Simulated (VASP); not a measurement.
Sn, 1 atom in the cell. It takes space group Immm (No. 71, orthorhombic). Conventional cell: a = 3.453 Å, b = 3.551 Å, c = 4.677 Å, α = 90.00°, β = 90.00°, γ = 90.00°. Within 4.7 Å of Sn (site symmetry mmm) lie 14 Sn at 3.41 to 4.68 Å. 

* Program: VASP 6.6.1
* Task: relaxation of cell and atoms
* Functional: LDA
* Potentials or basis: VASP PAW LDA potentials, release 64 (Sn_d)
* Cutoff: 600 eV
* k mesh: 11 × 11 × 11
* Occupations: gaussian, width 0.1 eV
* Spin: no spin polarisation
* Dipole correction: no
* Further INCAR settings: ALGO = Normal; EDIFF = 1e-06; IBRION = 2; EDIFFG = -0.03; NSW = 60; ISIF = 3

Potentials or basis: VASP PAW LDA potentials, release 64 (Sn_d).

Launch:

```bash
$ cat potpaw_LDA.64/Sn_d/POTCAR > POTCAR
$ mpirun -np 1 vasp_std > vasp.out
```

Hardware: 1 thread of AMD EPYC 9R45 (Zen 5) (shared host).

Q: How long does it take, and how much memory?

A: Run time: 2.2 min on 1 thread of AMD EPYC 9R45 (Zen 5), with other jobs on the host, peak memory 0.18 GiB. Counts: scf iterations 40, k points 216, ion steps 6.
